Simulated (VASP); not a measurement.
# Cu in VASP: a series of runs

Runs on Cu. Level: r2SCAN. Tasks: single point.

Program: VASP 6.6.1. These are calculated values, not measurements. Logs are shortened: lines on timing, memory, paths and dates and some standing lists are left out, and cuts for length are marked.

### Step 1. The cell of the first run

The structure is tetragonal, space group I4/mmm (No. 139). Conventional cell: a = 2.542 Å, b = 2.542 Å, c = 3.505 Å, α = 90.00°, β = 90.00°, γ = 90.00°. Within 3.3 Å of Cu (site symmetry 4/mmm) lie 12 Cu at 2.51 to 2.54 Å.

### Step 2. Single point, r2SCAN (uniaxial strain along c: -2.0 %)

POSCAR

```
Cu
1.0
    1.7972727711      1.7972727711      0.0000000000
   -1.7972727711      1.7972727711      0.0000000000
    0.0000000000      0.0000000000      3.5051289864
Cu
2
Direct
    0.0000000000      0.0000000000      0.0000000000
    0.5000000000      0.5000000000      0.5000000000
```

INCAR.step1

```
PREC = Accurate
ENCUT = 520
ISMEAR = 0
SIGMA = 0.1
LREAL = False
LASPH = True
NELM = 100
NBANDS = 18
GGA = PE
ALGO = Normal
EDIFF = 1E-4
LWAVE = True
LCHARG = False
```

INCAR.step2

```
PREC = Accurate
ENCUT = 520
EDIFF = 1E-7
ISMEAR = 0
SIGMA = 0.1
LREAL = False
LASPH = True
NELM = 100
ALGO = Normal
ISIF = 2
LWAVE = False
LCHARG = False
METAGGA = R2SCAN
LMIXTAU = True
NBANDS = 18
ISTART = 1
```

KPOINTS

```
regular mesh
0
Gamma
  20 20 14
```

Potentials or basis: VASP PAW PBE potentials, release 64 (Cu).

Started as:

```console
> cat potpaw_PBE.64/Cu/POTCAR > POTCAR
> cp INCAR.step1 INCAR
> mpirun -np 1 vasp_std > vasp.out
> cp INCAR.step2 INCAR
> mpirun -np 1 vasp_std > vasp.out
```

OUTCAR:

```text
PREC = Accurate
   ENCUT = 520
   EDIFF = 1E-7
   ISMEAR = 0
   LREAL = False
   LASPH = True
   NELM = 100
   ISIF = 2
   METAGGA = R2SCAN
   ISTART = 1

 ion  position               nearest neighbor table
   1  0.000  0.000  0.000-   2 2.51   2 2.51   2 2.51   2 2.51   2 2.51   2 2.51   2 2.51   2 2.51

   2  0.500  0.500  0.500-   1 2.51   1 2.51   1 2.51   1 2.51   1 2.51   1 2.51   1 2.51   1 2.51

  LATTYP: Found a simple tetragonal cell.
 ALAT       =     2.5417275282
 C/A-ratio  =     1.3790341205

  Lattice vectors:

 A1 = (   1.7972727711,   1.7972727711,   0.0000000000)
 A2 = (  -1.7972727711,   1.7972727711,   0.0000000000)
 A3 = (   0.0000000000,   0.0000000000,   3.5051289864)

Analysis of symmetry for initial positions (statically):
=====================================================================
 Subroutine PRICEL returns following result:

  LATTYP: Found a body centered tetragonal cell.
 ALAT       =     2.5417275282
 C/A-ratio  =     1.3790341205

  Lattice vectors:

 A1 = (   0.0000000000,  -1.7972727711,  -1.7525644932)
 A2 = (   0.0000000000,   1.7972727711,  -1.7525644932)
 A3 = (   1.7972727711,   0.0000000000,   1.7525644932)

   2 primitive cells build up your supercell.

 Routine SETGRP: Setting up the symmetry group for a
 simple tetragonal supercell.

 Subroutine GETGRP returns: Found 16 space group operations
 (whereof 16 operations were pure point group operations)
 out of a pool of 16 trial point group operations.

The static configuration has the point symmetry D_4h.

Analysis of symmetry for dynamics (positions and initial velocities):
=====================================================================
 Subroutine PRICEL returns following result:

  LATTYP: Found a body centered tetragonal cell.
 ALAT       =     2.5417275282
 C/A-ratio  =     1.3790341205

  Lattice vectors:

 A1 = (   0.0000000000,  -1.7972727711,  -1.7525644932)
 A2 = (   0.0000000000,   1.7972727711,  -1.7525644932)
 A3 = (   1.7972727711,   0.0000000000,   1.7525644932)

   2 primitive cells build up your supercell.

 Routine SETGRP: Setting up the symmetry group for a
 simple tetragonal supercell.

 Subroutine GETGRP returns: Found 16 space group operations
 (whereof 16 operations were pure point group operations)
 out of a pool of 16 trial point group operations.

The dynamic configuration has the point symmetry D_4h.

 Subroutine INISYM returns: Found 16 space group operations
 (whereof 16 operations are pure point group operations),
 and found     2 'primitive' translations

----------------------------------------------------------------------------------------

                                     Primitive cell

  volume of cell :      11.3222

  direct lattice vectors                    reciprocal lattice vectors
     0.000000000 -1.797272771 -1.752564493     0.278199285 -0.278199285 -0.285296206
     0.000000000  1.797272771 -1.752564493     0.278199285  0.278199285 -0.285296206
     1.797272771  0.000000000  1.752564493     0.556398570  0.000000000  0.000000000

  length of vectors
     2.510313071  2.510313071  2.510313071     0.485987252  0.485987252  0.556398570

  position of ions in fractional coordinates (direct lattice)
     0.000000000  0.000000000  0.000000000

  ion indices of the primitive-cell ions
   primitive index   ion index
                 1           1

----------------------------------------------------------------------------------------

 KPOINTS: regular mesh

Automatic generation of k-mesh.
 Grid dimensions read from file:
 generate k-points for:   20   20   14

 Generating k-lattice:

  Cartesian coordinates                     Fractional coordinates (reciprocal lattice)
     0.013909964  0.013909964  0.000000000     0.050000000  0.000000000  0.000000000
    -0.013909964  0.013909964  0.000000000     0.000000000  0.050000000  0.000000000
     0.000000000  0.000000000  0.020378300     0.000000000  0.000000000  0.071428571

  Length of vectors
     0.019671660  0.019671660  0.020378300

  Shift w.r.t. Gamma in fractional coordinates (k-lattice)
     0.000000000  0.000000000  0.000000000

 Subroutine IBZKPT returns following result:
 ===========================================

 Found    528 irreducible k-points:

 Following reciprocal coordinates:
            Coordinates               Weight
  0.000000  0.000000  0.000000      1.000000
  0.050000  0.000000  0.000000      4.000000
  0.100000  0.000000  0.000000      4.000000
  0.150000  0.000000  0.000000      4.000000
  0.200000  0.000000  0.000000      4.000000
  0.250000  0.000000  0.000000      4.000000
[... 16 lines left out ...]
  0.150000  0.100000  0.000000      8.000000
  0.200000  0.100000  0.000000      8.000000
 [... further k-points ...]
   k-points           NKPTS =    528   k-points in BZ     NKDIM =    528   number of bands    NBANDS=     18
   number of dos      NEDOS =    301   number of ions     NIONS =      2
   total plane-waves  NPLWV =  11200
   dimension x,y,z NGX =    20 NGY =   20 NGZ =   28
   dimension x,y,z NGXF=    40 NGYF=   40 NGZF=   56
   ions per type =               2
   NGX,Y,Z   is equivalent  to a cutoff of  13.08, 13.08, 13.28 a.u.
   NGXF,Y,Z  is equivalent  to a cutoff of  26.16, 26.16, 26.56 a.u.
 SYSTEM =  unknown system
   PREC   = accura    normal or accurate (medium, high low for compatibility)
   ISTART =      1    job   : 0-new  1-cont  2-samecut
   ICHARG =      0    charge: 1-file 2-atom 10-const
   ISPIN  =      1    spin polarized calculation?
   LNONCOLLINEAR =      F non collinear calculations
   LSORBIT =      F    spin-orbit coupling
   LASPH  =      T    aspherical Exc in radial PAW
   ENCUT  =  520.0 eV  38.22 Ry    6.18 a.u.   4.73  4.73  6.52*2*pi/ulx,y,z
   NELM   =    100;   NELMIN=  2; NELMDL=  0     # of ELM steps
   EDIFF  = 0.1E-06   stopping-criterion for ELM
   LREAL  =      F    real-space projection
   EDIFFG = 0.1E-05   stopping-criterion for IOM
   NSW    =      0    number of steps for IOM
   IBRION =     -1    ionic relax: 0-MD 1-quasi-New 2-CG
   NFREE  =      0    steps in history (QN), initial steepest desc. (CG)
   ISIF   =      2    stress and relaxation
   ISYM   =      2    0-nonsym 1-usesym 2-fastsym
   POTIM  = 0.5000    time-step for ionic-motion
[... 26 lines left out ...]
 maximum number of plane-waves:       628
 NGX is ok and might be reduce to    20
   NGX =  9   NGY =  9   NGZ = 13

 number of electron      21.9999986 magnetization

 Free energy of the ion-electron system (eV)
  ---------------------------------------------------
  ext. energy  EPLUGINS =         0.00000000
  ---------------------------------------------------
  free energy    TOTEN  =       -21.65092196 eV

  energy without entropy =      -21.64786545  energy(sigma->0) =      -21.64939370

 E-fermi :   7.9432     XC(G=0): -14.0304

 val. band max:        7.9401851184   @ k =   0.3000   0.0000   0.3571
 cond. band min:       7.9441260651   @ k =   0.3500   0.2500   0.4286
 fundamental gap:      0.0039409467
 Fermi energy:         7.9432411419

 k-point     1 :       0.0000    0.0000    0.0000
  band No.  band energies     occupation
      1      -2.0780      2.00000
      2       2.6238      2.00000
      3       3.1016      2.00000
      4       4.6152      2.00000
      5       4.6152      2.00000
      6       4.7426      2.00000
[... 10 lines left out ...]
     17      29.4253      0.00000
     18      31.6745      0.00000

 k-point     2 :       0.0500    0.0000    0.0000
  band No.  band energies     occupation
      1      -2.0139      2.00000
      2       2.6532      2.00000
      3       3.1197      2.00000
      4       4.6008      2.00000
      5       4.6269      2.00000
      6       4.7569      2.00000
[... 10 lines left out ...]
     17      29.8658      0.00000
     18      31.4316      0.00000

 k-point     3 :       0.1000    0.0000    0.0000
  band No.  band energies     occupation
      1      -1.8228      2.00000
      2       2.7389      2.00000
      3       3.1727      2.00000
      4       4.5590      2.00000
      5       4.6616      2.00000
      6       4.7959      2.00000
[... 10 lines left out ...]
     17      30.5477      0.00000
     18      31.2368      0.00000

 k-point     4 :       0.1500    0.0000    0.0000
  band No.  band energies     occupation
      1      -1.5079      2.00000
      2       2.8734      2.00000
      3       3.2555      2.00000
      4       4.4946      2.00000
      5       4.7183      2.00000
      6       4.8477      2.00000
[... 10 lines left out ...]
     17      29.1409      0.00000
     18      30.3630      0.00000

 k-point     5 :       0.2000    0.0000    0.0000
  band No.  band energies     occupation
      1      -1.0756      2.00000
      2       3.0453      2.00000
      3       3.3588      2.00000
      4       4.4148      2.00000
      5       4.7952      2.00000
      6       4.8905      2.00000
[... 10 lines left out ...]
     17      27.8210      0.00000
     18      28.5618      0.00000

 k-point     6 :       0.2500    0.0000    0.0000
  band No.  band energies     occupation
      1      -0.5357      2.00000
      2       3.2410      2.00000
      3       3.4674      2.00000
      4       4.3286      2.00000
      5       4.8900      2.00000
      6       4.8985      2.00000
[... 10 lines left out ...]
     17      26.8445      0.00000
     18      28.0997      0.00000

 k-point     7 :       0.3000    0.0000    0.0000
  band No.  band energies     occupation
      1       0.0963      2.00000
      2       3.4389      2.00000
      3       3.5651      2.00000
      4       4.2460      2.00000
      5       4.7274      2.00000
      6       4.8578      2.00000
[... 10 lines left out ...]
     17      25.2320      0.00000
     18      28.4263      0.00000

 k-point     8 :       0.3500    0.0000    0.0000
  band No.  band energies     occupation
      1       0.7958      2.00000
      2       3.5383      2.00000
      3       3.7070      2.00000
      4       4.1770      2.00000
      5       4.5046      2.00000
      6       4.7710      2.00000
[... 10 lines left out ...]
     17      25.7433      0.00000
     18      28.8259      0.00000
[... 229 lines left out ...]
     17      25.6409      0.00000
     18      30.3606      0.00000

 k-point    20 :       0.4500    0.0500    0.0000
  band No.  band energies     occupation
      1       2.2562      2.00000
      2       3.2570      2.00000
      3       4.0798      2.00000
      4       4.0963      2.00000
      5       4.1722      2.00000
      6       4.4625      2.00000
[... 10 lines left out ...]
     17      26.7197      0.00000
     18      29.0848      0.00000

 k-point    21 :       0.5000    0.0500    0.0000
  band No.  band energies     occupation
      1       2.8389      2.00000
      2       2.8389      2.00000
      3       4.1038      2.00000
      4       4.1038      2.00000
      5       4.2875      2.00000
      6       4.2875      2.00000
[... 10 lines left out ...]
     17      27.8692      0.00000
     18      27.8692      0.00000

 k-point    22 :       0.1000    0.1000    0.0000
  band No.  band energies     occupation
      1      -1.5702      2.00000
      2       2.8450      2.00000
      3       3.2490      2.00000
      4       4.4647      2.00000
      5       4.7469      2.00000
      6       4.8573      2.00000
[... 10 lines left out ...]
     17      30.4480      0.00000
     18      31.7894      0.00000

 k-point    23 :       0.1500    0.1000    0.0000
  band No.  band energies     occupation
      1      -1.2590      2.00000
      2       2.9674      2.00000
      3       3.3382      2.00000
      4       4.3856      2.00000
      5       4.8192      2.00000
      6       4.9185      2.00000
[... 10 lines left out ...]
     17      30.0710      0.00000
     18      30.3363      0.00000

 k-point    24 :       0.2000    0.1000    0.0000
  band No.  band energies     occupation
      1      -0.8327      2.00000
      2       3.1221      2.00000
      3       3.4489      2.00000
      4       4.2968      2.00000
      5       4.9061      2.00000
      6       4.9596      2.00000
[... 10 lines left out ...]
     17      28.6192      0.00000
     18      30.6046      0.00000

 [... further k-points ...]
[... 5 lines left out ...]
  --------------------------------------------------------------------------------------
  -------------------------------------------------------------------------------------
  Total        0.2782367      0.2782367      0.4427079      0.0000000      0.0000000     -0.0000000
  in kB       19.6862507     19.6862507     31.3231849      0.0000000      0.0000000     -0.0000000
  external PRESSURE =      23.5652288 kB  Pullay stress =       0.0000000 kB

 VOLUME and BASIS-vectors are now :
 -----------------------------------------------------------------------------
  energy-cutoff  :      520.00
  volume of cell :       22.64
      direct lattice vectors                 reciprocal lattice vectors
     1.797272771  1.797272771  0.000000000     0.278199285  0.278199285  0.000000000
    -1.797272771  1.797272771  0.000000000    -0.278199285  0.278199285  0.000000000
     0.000000000  0.000000000  3.505128986     0.000000000  0.000000000  0.285296206

 POSITION                                       TOTAL-FORCE (eV/Angst)
 -----------------------------------------------------------------------------------
      0.00000      0.00000      0.00000        -0.000000     -0.000000     -0.000000
      0.00000      1.79727      1.75256         0.000000      0.000000      0.000000
 -----------------------------------------------------------------------------------
    total drift:                               -0.000000      0.000000      0.000000

  FREE ENERGIE OF THE ION-ELECTRON SYSTEM (eV)
  ---------------------------------------------------
  free  energy   TOTEN  =       -21.6509219575 eV

  energy  without entropy=      -21.6478654515  energy(sigma->0) =      -21.64939370
```

Run time: 7.2 min. Hardware: 1 thread of AMD EPYC 9R45 (Zen 5), shared host; peak memory 0.25 GiB.

Results:

| Item | Value |
| --- | --- |
| Free energy | -21.6509 eV |
| Pressure | 2.4 GPa |
| Band gap on the k mesh | zero (bands 11 and 12 overlap by 8.76 eV) |

Caveat: the cell differs from its parent crystal (uniaxial strain along c: -2.0 %); the PAW data sets were made with another functional, which shifts forces and pressure a little.

### Step 3. Single point, r2SCAN (uniaxial strain along a: -2.0 %)

POSCAR

```
Cu
1.0
    1.7525644932      1.7525644932      0.0000000000
   -1.7972727711      1.7972727711      0.0000000000
    0.0000000000      0.0000000000      3.5945455422
Cu
2
Direct
    0.0000000000      0.0000000000      0.0000000000
    0.5000000000      0.5000000000      0.5000000000
```

INCAR.step1

```
SYSTEM = Cu
PREC = Accurate
ENCUT = 520
ISMEAR = 0
SIGMA = 0.1
LREAL = .FALSE.
LASPH = .TRUE.
NELM = 80
NBANDS = 18
GGA = PE
ALGO = Normal
EDIFF = 1E-4
LWAVE = .TRUE.
LCHARG = .FALSE.
```

INCAR.step2

```
SYSTEM = Cu
PREC = Accurate
ENCUT = 520
EDIFF = 1E-7
ISMEAR = 0
SIGMA = 0.1
LREAL = .FALSE.
LASPH = .TRUE.
NELM = 80
ALGO = Normal
ISIF = 2
LWAVE = .FALSE.
LCHARG = .FALSE.
METAGGA = R2SCAN
LMIXTAU = .TRUE.
NBANDS = 18
ISTART = 1
```

KPOINTS

```
Automatic mesh
0
G
  20 20 14
  0 0 0
```

Potentials or basis: VASP PAW PBE potentials, release 64 (Cu).

Started as:

```console
> cat potpaw_PBE.64/Cu/POTCAR > POTCAR
> cp INCAR.step1 INCAR
> mpirun -np 1 vasp_std > vasp.out
> cp INCAR.step2 INCAR
> mpirun -np 1 vasp_std > vasp.out
```

Wall time 9 min (1 thread of Intel Xeon 6975P-C (Granite Rapids), shared host); peak memory 0.4 GiB.

Results (log left out):

- Free energy: -21.6458 eV
- Pressure: 2.5 GPa
- Band gap on the k mesh: zero (bands 11 and 12 overlap by 8.65 eV)

Stress tensor (GPa, compression positive):
```
2.84 2.71 0.00
2.71 2.84 0.00
0.00 0.00 1.68
```

Levels at points of the mesh, in eV from the Fermi level:
```
           k point  band 8  band 9  band 10  band 11  band 12  band 13  band 14  band 15
(0.00, 0.00, 0.00)   -2.37   -1.81    -1.62    -1.61     1.36     7.50    13.68    14.97
(0.50, 0.00, 0.00)   -2.83   -2.40    -2.40    -0.15    -0.15    10.42    10.42    11.76
(0.00, 0.50, 0.00)   -2.68   -2.35    -2.35    -0.41    -0.41    10.09    10.09    11.49
(0.50, 0.50, 0.00)   -1.64   -1.59    -1.59     1.65     1.65     7.85     7.85    14.00
(0.00, 0.00, 0.50)   -2.59   -2.50    -2.50    -2.09    -2.09    17.93    17.93    19.08
(0.50, 0.00, 0.50)   -1.81   -1.73    -1.73    -1.05    -1.05     4.38     4.38    22.03
(0.00, 0.50, 0.50)   -1.81   -1.78    -1.78    -1.30    -1.30     4.01     4.01    22.20
(0.50, 0.50, 0.50)   -2.45   -1.59    -1.59     6.56     6.56     6.74     6.74     8.86
```

Caveat: the cell differs from its parent crystal (uniaxial strain along a: -2.0 %); the PAW data sets were made with another functional, which shifts forces and pressure a little.

### Step 4. Single point, r2SCAN (uniaxial strain along a: -2.0 %, then relaxed in part)

POSCAR

```
Cu
1.0
    1.7525644932      1.7525644932      0.0000000000
   -1.7862967775      1.7862967775      0.0000000000
    0.0000000000      0.0000000000      3.6254862546
Cu
2
Direct
    0.0000000000      0.0000000000      0.0000000000
    0.5000000000      0.5000000000      0.5000000000
```

INCAR.step1

```
PREC = Accurate ; ENCUT = 520
ISMEAR = 0 ; SIGMA = 0.1
LREAL = F ; LASPH = T
NELM = 80 ; NBANDS = 18
GGA = PE ; ALGO = Normal
EDIFF = 1E-4 ; LWAVE = T
LCHARG = F
```

INCAR.step2

```
PREC = Accurate ; ENCUT = 520
EDIFF = 1E-6 ; ISMEAR = 0
SIGMA = 0.1 ; LREAL = F
LASPH = T ; NELM = 80
ALGO = Normal ; ISIF = 2
LWAVE = F ; LCHARG = F
METAGGA = R2SCAN ; LMIXTAU = T
NBANDS = 18 ; ISTART = 1
```

KPOINTS

```
Automatic mesh
0
Gamma
  20 20 14
```

Started as:

```console
> cat potpaw_PBE.64/Cu/POTCAR > POTCAR
> cp INCAR.step1 INCAR
> mpirun -np 1 vasp_std > vasp.out
> cp INCAR.step2 INCAR
> mpirun -np 1 vasp_std > vasp.out
```

It took 8.4 min on 1 thread of Intel Xeon 6975P-C (Granite Rapids), shared host; peak memory 0.4 GiB.

It converged, with:

| Quantity | Value |
| --- | --- |
| Free energy | -21.6471 eV |
| Pressure | 2.0 GPa |
| Band gap on the k mesh | zero (bands 11 and 12 overlap by 8.65 eV) |

Stress tensor (GPa, compression positive):
```
2.64 2.12 0.00
2.12 2.64 0.00
0.00 0.00 0.77
```

Levels at points of the mesh, in eV from the Fermi level:
```
           k point  band 8  band 9  band 10  band 11  band 12  band 13  band 14  band 15
(0.00, 0.00, 0.00)   -2.34   -1.81    -1.62    -1.62     1.18     7.28    14.01    14.99
(0.50, 0.00, 0.00)   -2.79   -2.38    -2.38    -0.15    -0.15    10.25    10.25    11.55
(0.00, 0.50, 0.00)   -2.69   -2.34    -2.34    -0.34    -0.34     9.99     9.99    11.34
(0.50, 0.50, 0.00)   -1.66   -1.57    -1.57     1.75     1.75     7.94     7.94    13.87
(0.00, 0.00, 0.50)   -2.56   -2.49    -2.49    -2.08    -2.08    18.17    18.17    18.76
(0.50, 0.00, 0.50)   -1.82   -1.73    -1.73    -1.07    -1.07     4.32     4.32    21.99
(0.00, 0.50, 0.50)   -1.79   -1.78    -1.78    -1.27    -1.27     4.04     4.04    21.98
(0.50, 0.50, 0.50)   -2.45   -1.57    -1.57     6.58     6.58     6.72     6.72     8.92
```

Caveat: the cell differs from its parent crystal (uniaxial strain along a: -2.0 %, then relaxed in part); the PAW data sets were made with another functional, which shifts forces and pressure a little.

### Step 5. The runs side by side

```tsv
cell	gap on the mesh (eV)	pressure (GPa)
a = 2.542, b = 2.542, c = 3.505 Å, 2 atoms	none	2.4
a = 2.479, b = 2.542, c = 3.595 Å, 2 atoms	none	2.5
a = 2.479, b = 2.526, c = 3.625 Å, 2 atoms	none	2.0
```

Alike in all rows: task single point; level r2SCAN; potentials or basis VASP PAW PBE potentials, release 64 (Cu); no spin polarisation; k mesh 20 × 20 × 14; cutoff (eV) 520; smearing gaussian 0.1 eV.

Caveats: the PAW data sets were made with another functional, which shifts forces and pressure a little.

Absolute energies hang on the potentials; compare differences alone.
